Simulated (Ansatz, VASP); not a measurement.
# Two plane-wave programs on Al2Pt

Contents of INCAR:

```
SYSTEM = Al2Pt
ALGO = Fast ; EDIFF = 1E-6
ENCUT = 520 ; GGA = PE
ISIF = 2 ; ISMEAR = 0
LASPH = .True. ; LCHARG = .False.
LREAL = .False. ; LWAVE = .False.
NBANDS = 15 ; NELM = 60
PREC = Accurate ; SIGMA = 0.1
```

Contents of KPOINTS:

```
k-points
0
Gamma
  12 12 12
  0 0 0
```

Contents of POSCAR:

```
Al2Pt
1.0
    0.0000000000      2.9550000000      2.9550000000
    2.9550000000      0.0000000000      2.9550000000
    2.9550000000      2.9550000000      0.0000000000
Al Pt
2 1
Direct
    0.2500000000      0.2500000000      0.2500000000
    0.7500000000      0.7500000000      0.7500000000
    0.0167935702     -0.0153248731      0.0313485618
```

Input for Ansatz:

```yaml
crystal:
  lattice:
    - [0.0, 2.955, 2.955]
    - [2.955, 0.0, 2.955]
    - [2.955, 2.955, 0.0]
  atoms:
    - { symbol: Al, position: [0.25, 0.25, 0.25] }
    - { symbol: Al, position: [0.75, 0.75, 0.75] }
    - { symbol: Pt, position: [0.0167935702, -0.0153248731, 0.0313485618] }
basis:
  ecutwfc: 420
kpoints:
  mp_grid: { grid: [12, 12, 12] }
hamiltonian:
  xc: pbe
scf:
  occupations: { method: gaussian, width: 0.1 }
output:
  forces: true
  stress: true
  eigenvalues: true
```

Change from the starting cell: one atom moved.

Alike in both runs: task single point; functional PBE; k mesh 12 × 12 × 12; occupations gaussian, width 0.1 eV; no spin polarisation.

|  | VASP | Ansatz |
| --- | --- | --- |
| version | VASP 6.6.1 | Ansatz 0.2.0 |
| potentials or method | VASP PAW PBE potentials, release 64 (Al, Pt), cutoff 520 eV | scalar-relativistic, plane waves, PAW |
| valence electrons in the cell | 16 | 24 |

Ansatz gave:

- gap on the k mesh at the Fermi level (eV): none
- pressure (GPa): 3.6
- traceless stress, the component that is largest in VASP (GPa): 0.69
- rms of the force components (eV/Å): 0.554

Problem. What did VASP give for the same quantities?

Solution. gap on the k mesh at the Fermi level (eV): none; pressure (GPa): 3.5; traceless stress, the component that is largest in VASP (GPa): 0.70; rms of the force components (eV/Å): 0.555.

Atom by atom the forces differ by 0.001 eV/Å (rms over components). A gap of «none» marks a metal or a gap that the smearing closes. The functional is the same, so the differences come from potentials, cutoffs and numerics. VASP's potentials hold 16 valence electrons a cell and Ansatz's 24, so a difference there can come from the potentials and not from the codes.

Neither program's run includes spin-orbit coupling.
